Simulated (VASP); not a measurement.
# BaTe (Fm-3m) in VASP: settings compared, part 3 of 3

VASP 6.6.1. The steps go on from the part before.

## Step 5: Electric field gradients, LDA

This run uses another cell than the first one, of 39.65 Å³/atom, 0.976 times its volume.

INCAR reads:

```
ALGO = Normal
EDIFF = 1E-8
ENCUT = 520
ISIF = 2
ISMEAR = -1
LASPH = T
LCHARG = F
LEFG = T
LREAL = F
LWAVE = F
NBANDS = 15
NELM = 100
PREC = Accurate
SIGMA = 0.05
```

KPOINTS reads:

```
k-points
0
Gamma
  10 10 10
```

POSCAR reads:

```
BaTe
1.0
    0.0000000000      3.4100000000      3.4100000000
    3.4100000000      0.0000000000      3.4100000000
    3.4100000000      3.4100000000      0.0000000000
Ba Te
1 1
Direct
    0.0000000000      0.0000000000      0.0000000000
    0.5000000000      0.5000000000      0.5000000000
```

Potentials or basis: VASP PAW LDA potentials, release 64 (Ba_sv, Te).

Run with:

```bash
cat potpaw_LDA.64/Ba_sv/POTCAR potpaw_LDA.64/Te/POTCAR > POTCAR
mpirun -np 1 vasp_std > vasp.out
```

OUTCAR:

```text
EDIFF = 1E-8
   ENCUT = 520
   ISIF = 2
   ISMEAR = -1
   LASPH = T
   LREAL = F
   NELM = 100
   PREC = Accurate

 ion  position               nearest neighbor table
   1  0.000  0.000  0.000-   2 3.41   2 3.41   2 3.41   2 3.41   2 3.41   2 3.41
   2  0.500  0.500  0.500-   1 3.41   1 3.41   1 3.41   1 3.41   1 3.41   1 3.41

  LATTYP: Found a face centered cubic cell.
 ALAT       =     6.8200000000

  Lattice vectors:

 A1 = (   0.0000000000,   3.4100000000,   3.4100000000)
 A2 = (   3.4100000000,   0.0000000000,   3.4100000000)
 A3 = (   3.4100000000,   3.4100000000,   0.0000000000)

Analysis of symmetry for initial positions (statically):
=====================================================================
 Subroutine PRICEL returns:
 Original cell was already a primitive cell.

 Routine SETGRP: Setting up the symmetry group for a
 face centered cubic supercell.

 Subroutine GETGRP returns: Found 48 space group operations
 (whereof 48 operations were pure point group operations)
 out of a pool of 48 trial point group operations.

The static configuration has the point symmetry O_h .

Analysis of symmetry for dynamics (positions and initial velocities):
=====================================================================
 Subroutine PRICEL returns:
 Original cell was already a primitive cell.

 Routine SETGRP: Setting up the symmetry group for a
 face centered cubic supercell.

 Subroutine GETGRP returns: Found 48 space group operations
 (whereof 48 operations were pure point group operations)
[... 575 lines left out ...]
      4      -9.4355      2.00000
      5      -6.7429      2.00000
      6       0.9748      2.00000
      7       2.0011      2.00000
      8       2.1092      2.00000
      9       4.2734      0.00000
     10       7.0932      0.00000
     11       7.2602      0.00000
     12       8.0928      0.00000
     13       8.1158      0.00000
     14       9.4562      0.00000
     15      10.8499      0.00000

 [... further k-points ...]

------------------------ aborting loop because EDIFF is reached ----------------------------------------

  FORCE on cell =-STRESS in cart. coord.  units (eV):
  Direction    XX          YY          ZZ          XY          YZ          ZX
  --------------------------------------------------------------------------------------
  -------------------------------------------------------------------------------------
  Total        0.6120464      0.6120464      0.6120464     -0.0000000     -0.0000000      0.0000000
  in kB       12.3652194     12.3652194     12.3652194     -0.0000000     -0.0000000      0.0000000
  external PRESSURE =      12.3652194 kB  Pullay stress =       0.0000000 kB

 VOLUME and BASIS-vectors are now :
 -----------------------------------------------------------------------------
  energy-cutoff  :      520.00
  volume of cell :       79.30
      direct lattice vectors                 reciprocal lattice vectors
     0.000000000  3.410000000  3.410000000    -0.146627566  0.146627566  0.146627566
     3.410000000  0.000000000  3.410000000     0.146627566 -0.146627566  0.146627566
     3.410000000  3.410000000  0.000000000     0.146627566  0.146627566 -0.146627566

 POSITION                                       TOTAL-FORCE (eV/Angst)
 -----------------------------------------------------------------------------------
      0.00000      0.00000      0.00000         0.000000      0.000000      0.000000
      3.41000      3.41000      3.41000        -0.000000     -0.000000     -0.000000
 -----------------------------------------------------------------------------------
    total drift:                                0.000000      0.000000      0.000000

  FREE ENERGIE OF THE ION-ELECTRON SYSTEM (eV)
  ---------------------------------------------------
  free  energy   TOTEN  =        -9.6021271192 eV

  energy  without entropy=       -9.6021270482  energy(sigma->0) =       -9.60212708

 Electric field gradients (V/A^2)
---------------------------------------------------------------------
 ion       V_xx      V_yy      V_zz      V_xy      V_xz      V_yz
---------------------------------------------------------------------
   1      -0.000     0.000    -0.000    -0.000    -0.000    -0.000
   2      -0.000     0.000    -0.000     0.000     0.000     0.000
---------------------------------------------------------------------

 Electric field gradients after diagonalization (V/A^2)
 (convention: |V_zz| > |V_xx| > |V_yy|)
----------------------------------------------------------------------
 ion       V_xx      V_yy      V_zz     asymmetry (V_yy - V_xx)/ V_zz
----------------------------------------------------------------------
   1       0.000     0.000    -0.000       0.000
   2      -0.000    -0.000     0.000       0.000
----------------------------------------------------------------------

           NMR quadrupolar parameters

 Cq : quadrupolar parameter    Cq=e*Q*V_zz/h
 eta: asymmetry parameters     (V_yy - V_xx)/ V_zz
 Q  : nuclear electric quadrupole moment in mb (millibarn)
----------------------------------------------------------------------
 ion       Cq(MHz)       eta       Q (mb)
----------------------------------------------------------------------
   1      -0.000       0.000       1.000
   2       0.000       0.000       1.000
----------------------------------------------------------------------
```

OSZICAR:

```text
N       E                     dE             d eps       ncg     rms          rms(c)
DAV:   1     0.821127283455E+02    0.82113E+02   -0.63949E+03  1410   0.908E+02
DAV:   2    -0.480261155522E+01   -0.86915E+02   -0.79121E+02  1897   0.158E+02
DAV:   3    -0.962976693727E+01   -0.48272E+01   -0.47915E+01  1935   0.392E+01
DAV:   4    -0.975281928158E+01   -0.12305E+00   -0.12300E+00  1897   0.609E+00
DAV:   5    -0.975454480862E+01   -0.17255E-02   -0.17255E-02  2003   0.604E-01    0.426E+00
DAV:   6    -0.962554479760E+01    0.12900E+00   -0.11469E-01  1592   0.172E+00    0.274E+00
DAV:   7    -0.960315804618E+01    0.22387E-01   -0.82325E-02  1739   0.148E+00    0.738E-01
DAV:   8    -0.960209271122E+01    0.10653E-02   -0.10610E-02  1606   0.567E-01    0.168E-01
DAV:   9    -0.960213354991E+01   -0.40839E-04   -0.57144E-04  1711   0.159E-01    0.532E-02
DAV:  10    -0.960212528597E+01    0.82639E-05   -0.60606E-05  1865   0.508E-02    0.161E-02
DAV:  11    -0.960212870445E+01   -0.34185E-05   -0.29368E-05  1711   0.276E-02    0.160E-02
DAV:  12    -0.960212741502E+01    0.12894E-05   -0.37443E-06  1634   0.109E-02    0.634E-03
DAV:  13    -0.960212711894E+01    0.29608E-06   -0.88468E-07  1732   0.443E-03    0.804E-04
DAV:  14    -0.960212712256E+01   -0.36225E-08   -0.15364E-07  1627   0.187E-03    0.149E-03
DAV:  15    -0.960212711918E+01    0.33830E-08   -0.98362E-09  1286   0.593E-04
   1 F= -.96021271E+01 E0= -.96021271E+01  d E =-.709527E-07
```

Wall time 49 s (1 thread of Intel Xeon Platinum 8259CL at 2.50GHz (Skylake/Cascade Lake), shared host); peak memory 0.21 GiB.

Results:

```yaml
Free_energy: -9.6021 eV
Pressure: 1.2 GPa
Band_gap_on_the_k_mesh: 1.21 eV, indirect (least direct gap 1.59 eV)
```

Caveat: without QUAD_EFG the Cq values of the log hold for a quadrupole moment of 1 mb, not for the nuclei; spin-orbit coupling is left out, which moves the levels of the heavy elements. A k mesh can miss the band edges.

## Step 6: Summary

```tsv
task	level	potentials or basis	cell	k mesh for the DOS	occupations for the DOS	gap on the mesh (eV)	pressure (GPa)
electric field gradients	PBE	VASP PAW PBE potentials, release 64 (Ba_sv, Te)	a = 4.862 Å, angles 60.0°, 2 atoms	-	-	1.39	3.2
electric field gradients	PBE	VASP PAW PBE potentials, release 64 (Ba_sv, Te)	a = 4.902 Å, angles 60.0°, 2 atoms	-	-	1.45	2.2
density of states	PBE	VASP PAW PBE potentials, release 64 (Ba_sv, Te)	a = 4.822 Å, angles 60.0°, 2 atoms	15 × 15 × 15	tetrahedron	-	-
electric field gradients	LDA	VASP PAW LDA potentials, release 64 (Ba_sv, Te)	a = 4.822 Å, angles 60.0°, 2 atoms	-	-	1.21	1.2
```

Alike in all rows: no spin polarisation; k mesh 10 × 10 × 10; cutoff (eV) 520; smearing fermi-dirac 0.05 eV.

Caveats: spin-orbit coupling is left out, which moves the levels of the heavy elements.

Total energies depend on the potentials used, so only differences within one code and one set of settings carry meaning.
